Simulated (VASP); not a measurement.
# BeS: single point with PBEsol

The system is BeS.

```xyz
2
Lattice="0.0000 2.5121 2.5121 2.5121 0.0000 2.5121 2.5121 2.5121 0.0000" Properties=species:S:1:pos:R:3 pbc="T T T"
Be    0.0000    0.0000    0.0000
S     3.7682    3.7682    3.7682
```

This cell differs from its parent crystal: volume 15.853 Å^3 an atom, c/a of the conventional cell 1.0000.

```json
{
  "Program": "VASP 6.6.1",
  "Task": "single point",
  "Functional": "PBEsol",
  "Potentials or basis": "VASP PAW PBE potentials, release 64 (Be, S)",
  "Cutoff": "520 eV",
  "k mesh": "10 × 10 × 10",
  "Occupations": "gaussian, width 0.05 eV",
  "Spin": "no spin polarisation",
  "Dipole correction": "no",
  "Further INCAR settings": "ALGO = Normal; EDIFF = 1e-06; NBANDS = 11"
}
```

| Quantity | Value |
| --- | --- |
| Pressure | -8.8 GPa |
| Band gap on the k mesh | 3.14 eV, indirect (least direct gap 4.86 eV) |

Levels at points of the mesh, in eV from the valence-band top:
```
           k point  band 2  band 3  band 4  band 5  band 6  band 7
(0.00, 0.00, 0.00)    0.00    0.00    0.00    4.86    5.63    5.63
(0.50, 0.00, 0.00)   -5.21   -0.91   -0.91    4.99    6.48    6.48
(0.50, 0.50, 0.00)   -4.55   -2.33   -2.33    3.14    4.87   11.90
```

Wall time 26 s on 1 thread of Intel Xeon 8259CL (shared host), peak memory 0.15 GiB.

Caveat: the PAW data sets were made with another functional, which shifts forces and pressure a little. A k mesh can miss the band edges.
